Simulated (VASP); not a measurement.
TiPt3: electric field gradients with PBEsol

Crystal: TiPt3.

```
Ti Pt
1.0
     3.90995    0.00000    0.00000
     0.00000    3.90995    0.00000
     0.00000    0.00000    3.90995
Ti Pt
1 3
Cartesian
  0.0000 0.0000 0.0000
  0.0000 1.9550 1.9550
  1.9550 0.0000 1.9550
  1.9550 1.9550 0.0000
```

This cell differs from its parent crystal: volume scaled by 1.01.

| Item | Value |
| --- | --- |
| Program | VASP 6.6.1 |
| Task | electric field gradients |
| Functional | PBEsol |
| Potentials or basis | VASP PAW PBE potentials, release 64 (Ti_sv, Pt) |
| Cutoff | 520 eV |
| k mesh | 9 × 9 × 9 |
| Occupations | fermi-dirac, width 0.05 eV |
| Spin | no spin polarisation |
| Dipole correction | no |
| Further INCAR settings | ALGO = Normal; EDIFF = 1e-08; NBANDS = 29 |

```json
{
 "Pressure": "-2.4 GPa",
 "Band gap on the k mesh": "zero (band 21 reaches 12.91 eV, above the bottom of band 22 at 11.38 eV)"
}
```

Levels at points of the mesh, in eV from the Fermi level:
```
           k point  band 17  band 18  band 19  band 20  band 21  band 22  band 23  band 24  band 25  band 26
(0.00, 0.00, 0.00)    -0.53     0.03     0.03     0.03     1.37     1.37     1.53     1.53     1.53     2.01
```

Electric field gradients, principal values (V/Å²):
```csv
atom,least,middle,greatest (by size)
1 Ti,0.000,0.000,0.000
2 Pt,33.066,33.066,-66.133
3 Pt,33.066,33.066,-66.133
4 Pt,33.066,33.066,-66.133
```

It took 40 s on 1 thread of Intel(R) Xeon(R) Platinum 8559C (Emerald Rapids), on a shared host, peak memory 0.2 GiB.

Caveat: without QUAD_EFG the Cq values of the log hold for a quadrupole moment of 1 mb, not for the nuclei; the PAW data sets were made with another functional, which shifts forces and pressure a little; spin-orbit coupling is left out, which moves the levels of the heavy elements.
